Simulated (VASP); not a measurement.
# ZrC (P6_3/mmc) in VASP: notebook

ZrC is run at these levels: PBEsol, PBEsol+U; tasks: elastic constants, density of states.

All numbers are computed with VASP 6.6.1; they aren't measurements. Logs are shortened: lines on timing, memory, paths and dates and some standing lists are left out, and cuts for length are marked.

### 1 The cell of the first run

Symmetry: P6_3/mmc, No. 194, hexagonal system. Conventional cell: a = 3.391 Å, b = 3.391 Å, c = 5.290 Å, α = 90.00°, β = 90.00°, γ = 120.00°. Zr (site symmetry -6m2) has 6 C at 2.36 Å within 3.1 Å. C (site symmetry -3m) has 6 Zr at 2.36 Å and 2 C at 2.65 Å within 3.1 Å.

### 2 Elastic constants, PBEsol

Input file INCAR:

```
SYSTEM = ZrC
  PREC = Accurate
  ENCUT = 600
  EDIFF = 1E-8
  ISMEAR = -1
  SIGMA = 0.05
  LREAL = .False.
  LASPH = .True.
  NELM = 80
  ALGO = Normal
  ISIF = 3
  LWAVE = .False.
  LCHARG = .False.
  GGA = PS
  NBANDS = 24
  IBRION = 6
  NFREE = 2
  POTIM = 0.015
  NSW = 1
  LUSENCCL = .False.
```

Input file KPOINTS:

```
regular mesh
0
Gamma
  8 8 4
  0 0 0
```

Input file POSCAR:

```
ZrC
1.0
    3.3914762718      0.0000000000      0.0000000000
   -1.6957381359      2.9371046077      0.0000000000
    0.0000000000      0.0000000000      5.2900530000
Zr C
2 2
Direct
    0.6666666667      0.3333333333      0.7500000000
    0.3333333333      0.6666666667      0.2500000000
    0.0000000000      0.0000000000      0.5000000000
    0.0000000000      0.0000000000      0.0000000000
```

Potentials or basis: VASP PAW PBE potentials, release 64 (Zr_sv, C).

The run is started by

```console
$ cat potpaw_PBE.64/Zr_sv/POTCAR potpaw_PBE.64/C/POTCAR > POTCAR
$ mpirun -np 1 vasp_std > vasp.out
```

OUTCAR:

```text
SYSTEM = ZrC
   PREC = Accurate
   ENCUT = 600
   EDIFF = 1E-8
   ISMEAR = -1
   LREAL = .False.
   LASPH = .True.
   NELM = 80
   ISIF = 3
   GGA = PS
   IBRION = 6
   NFREE = 2
   POTIM = 0.015
   NSW = 1

 ion  position               nearest neighbor table
   1  0.667  0.333  0.750-   3 2.36   4 2.36   3 2.36   4 2.36   3 2.36   4 2.36   2 3.29   2 3.29
                             2 3.29   2 3.29   2 3.29   2 3.29
   2  0.333  0.667  0.250-   3 2.36   4 2.36   3 2.36   4 2.36   3 2.36   4 2.36   1 3.29   1 3.29
                             1 3.29   1 3.29   1 3.29   1 3.29
   3  0.000  0.000  0.500-   1 2.36   2 2.36   2 2.36   1 2.36   1 2.36   2 2.36
   4  0.000  0.000  0.000-   1 2.36   2 2.36   2 2.36   1 2.36   1 2.36   2 2.36

  LATTYP: Found a hexagonal cell.
 ALAT       =     3.3914762718
 C/A-ratio  =     1.5598083478

  Lattice vectors:

 A1 = (   3.3914762718,   0.0000000000,   0.0000000000)
 A2 = (  -1.6957381359,   2.9371046077,   0.0000000000)
 A3 = (   0.0000000000,   0.0000000000,   5.2900530000)

Analysis of symmetry for initial positions (statically):
=====================================================================
 Subroutine PRICEL returns:
 Original cell was already a primitive cell.

 Routine SETGRP: Setting up the symmetry group for a
 hexagonal supercell.

 Subroutine GETGRP returns: Found 24 space group operations
 (whereof 12 operations were pure point group operations)
 out of a pool of 24 trial point group operations.

The static configuration has the point symmetry D_3d.
 The point group associated with its full space group is D_6h.

Analysis of symmetry for dynamics (positions and initial velocities):
=====================================================================
 Subroutine PRICEL returns:
 Original cell was already a primitive cell.

 Routine SETGRP: Setting up the symmetry group for a
 hexagonal supercell.

 Subroutine GETGRP returns: Found 24 space group operations
 (whereof 12 operations were pure point group operations)
 out of a pool of 24 trial point group operations.

The dynamic configuration has the point symmetry D_3d.
 The point group associated with its full space group is D_6h.

 Subroutine INISYM returns: Found 24 space group operations
 (whereof 12 operations are pure point group operations),
 and found     1 'primitive' translations

----------------------------------------------------------------------------------------

                                     Primitive cell

  volume of cell :      52.6949

  direct lattice vectors                    reciprocal lattice vectors
     3.391476272  0.000000000  0.000000000     0.294856847  0.170235680 -0.000000000
    -1.695738136  2.937104608  0.000000000     0.000000000  0.340471360  0.000000000
     0.000000000  0.000000000  5.290053000     0.000000000 -0.000000000  0.189034023

  length of vectors
     3.391476272  3.391476272  5.290053000     0.340471360  0.340471360  0.189034023

  position of ions in fractional coordinates (direct lattice)
     0.666666667  0.333333333  0.750000000
     0.333333333  0.666666667  0.250000000
     0.000000000  0.000000000  0.500000000
     0.000000000  0.000000000  0.000000000

  ion indices of the primitive-cell ions
   primitive index   ion index
                 1           1
                 2           2
[... 116 lines left out ...]

 Free energy of the ion-electron system (eV)
  ---------------------------------------------------
  ext. energy  EPLUGINS =         0.00000000
  ---------------------------------------------------
  free energy    TOTEN  =       -40.46159280 eV

  energy without entropy =      -40.45274382  energy(sigma->0) =      -40.45716831

------------------------ aborting loop because EDIFF is reached ----------------------------------------

  FORCE on cell =-STRESS in cart. coord.  units (eV):
  Direction    XX          YY          ZZ          XY          YZ          ZX
  --------------------------------------------------------------------------------------
  -------------------------------------------------------------------------------------
  Total       -2.8255285     -2.8255285     -1.8004726      0.0000000     -0.0000000      0.0000000
  in kB      -85.9096718    -85.9096718    -54.7430358      0.0000000     -0.0000000      0.0000000
  external PRESSURE =     -75.5207932 kB  Pullay stress =       0.0000000 kB
[... 95 lines left out ...]
  FREE ENERGIE OF THE ION-ELECTRON SYSTEM (eV)
  ---------------------------------------------------
  free  energy   TOTEN  =       -40.4901460654 eV

  energy  without entropy=      -40.4812923413  energy(sigma->0) =      -40.48571920

[... ionic steps 4 to 18 ...]

--------------------------------------- Ionic step       19  -------------------------------------------

 number of electron      32.0000000 magnetization

------------------------ aborting loop because EDIFF is reached ----------------------------------------
[... 71 lines left out ...]
--------------------------------------- Ionic step       21  -------------------------------------------

 number of electron      32.0000001 magnetization

 Free energy of the ion-electron system (eV)
  ---------------------------------------------------
  ext. energy  EPLUGINS =         0.00000000
  ---------------------------------------------------
  free energy    TOTEN  =       -40.46058599 eV

  energy without entropy =      -40.45174180  energy(sigma->0) =      -40.45616389

 E-fermi :   9.6752     XC(G=0): -12.2049

 val. band max:        9.6734900301   @ k =   0.1250   0.1250   0.2500
 cond. band min:       9.6848839276   @ k =   0.2500   0.2500   0.2500
 fundamental gap:      0.0113938975
 Fermi energy:         9.6751567635

 k-point     1 :       0.0000    0.0000    0.0000
  band No.  band energies     occupation
      1     -38.6142      2.00000
      2     -38.4961      2.00000
      3     -17.1984      2.00000
      4     -16.4990      2.00000
      5     -16.4990      2.00000
      6     -16.3974      2.00000
[... 637 lines left out ...]
     23      16.1087      0.00000
     24      16.1392      0.00000

 [... further k-points ...]
[... 5 lines left out ...]
  --------------------------------------------------------------------------------------
  -------------------------------------------------------------------------------------
  Total       -2.8217962     -2.8217962     -1.8005434      0.0000000      0.0000000      0.0000000
  in kB      -85.7961920    -85.7961920    -54.7451887      0.0000000      0.0000000      0.0000000
  external PRESSURE =     -75.4458576 kB  Pullay stress =       0.0000000 kB
[... 19 lines left out ...]
  FREE ENERGIE OF THE ION-ELECTRON SYSTEM (eV)
  ---------------------------------------------------
  free  energy   TOTEN  =       -40.4605859859 eV

  energy  without entropy=      -40.4517418001  energy(sigma->0) =      -40.45616389

 INTERNAL STRAIN TENSORS FROM STRAINED CELLS
 ============================================

 INTERNAL STRAIN TENSOR FOR ION    1 for displacements in x,y,z  (eV/Angst):
          X           Y           Z          XY          YZ          ZX
  --------------------------------------------------------------------------------
  x     0.00000    -0.00000    -0.00000     0.98432     0.00000     0.00000
  y     0.97267    -0.94878    -0.00000     0.00005     0.00001    -0.00003
  z    -0.00000     0.00000     0.00000     0.00000    -0.02772    -0.00000

 INTERNAL STRAIN TENSORS FROM DISPLACED ATOMS
 ============================================

 INTERNAL STRAIN TENSOR FOR ION    1 for displacements in x,y,z  (eV/Angst):
          X           Y           Z          XY          YZ          ZX
  --------------------------------------------------------------------------------
  x     0.00000     0.00000     0.00000     0.98579     0.00000     0.00000
  y     0.98579    -0.98579    -0.00000     0.00000     0.00000     0.00000
  z     0.00000     0.00000     0.00000     0.00000     0.00000     0.00000

 INTERNAL STRAIN TENSOR FOR ION    4 for displacements in x,y,z  (eV/Angst):
          X           Y           Z          XY          YZ          ZX
  --------------------------------------------------------------------------------
  x     0.00000     0.00000     0.00000     0.00000     0.00000     0.00000
  y     0.00000     0.00000     0.00000     0.00000     0.00000     0.00000
  z     0.00000     0.00000     0.00000     0.00000     0.00000     0.00000

 Eigenvectors and eigenvalues of the dynamical matrix
 ----------------------------------------------------

   1 f  =   17.845480 THz   112.126460 2PiTHz  595.261149 cm-1    73.802943 meV
             X         Y         Z           dx          dy          dz
      1.695738  0.979035  3.967540     0.241185    0.000001    0.000000
     -0.000000  1.958070  1.322513     0.241185    0.000001   -0.000000
      0.000000  0.000000  2.645027    -0.664703   -0.000002    0.000000
      0.000000  0.000000  0.000000    -0.664703   -0.000002   -0.000000
[... 71 lines left out ...]
  12 f/i=    0.000169 THz     0.001060 2PiTHz    0.005629 cm-1     0.000698 meV
             X         Y         Z           dx          dy          dz
      1.695738  0.979035  3.967540    -0.517025    0.417750   -0.000000
     -0.000000  1.958070  1.322513    -0.517025    0.417750   -0.000000
      0.000000  0.000000  2.645027    -0.187601    0.151579   -0.000000
      0.000000  0.000000  0.000000    -0.187601    0.151579   -0.000000

--------------------------------------------------------------------------------------------------------

 ELASTIC MODULI CONTR FROM IONIC RELAXATION (kBar)
 Direction    XX          YY          ZZ          XY          YZ          ZX
 --------------------------------------------------------------------------------
 XX          -4.5771      4.5771      0.0000     -0.0000      0.0000      0.0000
 YY           4.5771     -4.5771     -0.0000      0.0000      0.0000      0.0000
 ZZ           0.0000     -0.0000     -0.0000      0.0000      0.0000      0.0000
 XY          -0.0000      0.0000      0.0000     -4.5771      0.0000      0.0000
 YZ           0.0000      0.0000      0.0000      0.0000      0.0000      0.0000
 ZX           0.0000      0.0000      0.0000      0.0000      0.0000      0.0000
 --------------------------------------------------------------------------------

 TOTAL ELASTIC MODULI (kBar)
 Direction    XX          YY          ZZ          XY          YZ          ZX
 --------------------------------------------------------------------------------
 XX        3713.2393   1275.5142   1340.8927     -0.0000     -0.0000     -0.0000
 YY        1275.5142   3713.2393   1340.8927      0.0000     -0.0000      0.0000
 ZZ        1340.8927   1340.8927   3492.7778      0.0000      0.0000     -0.0000
 XY          -0.0000      0.0000      0.0000   1218.8625      0.0000      0.0000
 YZ          -0.0000     -0.0000      0.0000      0.0000   1535.6726      0.0000
 ZX          -0.0000      0.0000     -0.0000     -0.0000      0.0000   1535.6725
 --------------------------------------------------------------------------------
```

It took 28 min on 1 × NVIDIA H100 80GB with 1 thread of AMD EPYC 7R13 (Zen 3), shared host; peak memory 1.5 GiB.

What came out:

- Voigt bulk modulus: 209 GPa
- Highest phonon frequency at Γ, LO-TO splitting left out: 595 cm⁻¹

Phonon frequencies in cm⁻¹ (negative: imaginary):
```
              q point                                frequencies
(0.000, 0.000, 0.000)  0 0 0 196 196 299 339 441 441 551 595 595
```

Elastic tensor in Voigt notation (GPa, in the Cartesian axes of the cell as first typed):
```
371 128 134   0   0   0
128 371 134   0   0   0
134 134 349   0   0   0
  0   0   0 154   0   0
  0   0   0   0 154   0
  0   0   0   0   0 122
```

Clamped-ion elastic tensor (GPa):
```
372 127 134   0   0   0
127 372 134   0   0   0
134 134 349   0   0   0
  0   0   0 154   0   0
  0   0   0   0 154   0
  0   0   0   0   0 122
```

Caveat: the cell is under stress, which shifts elastic constants; the PAW data sets were made with another functional, which shifts forces and pressure a little.

[end of part 1 of 2]
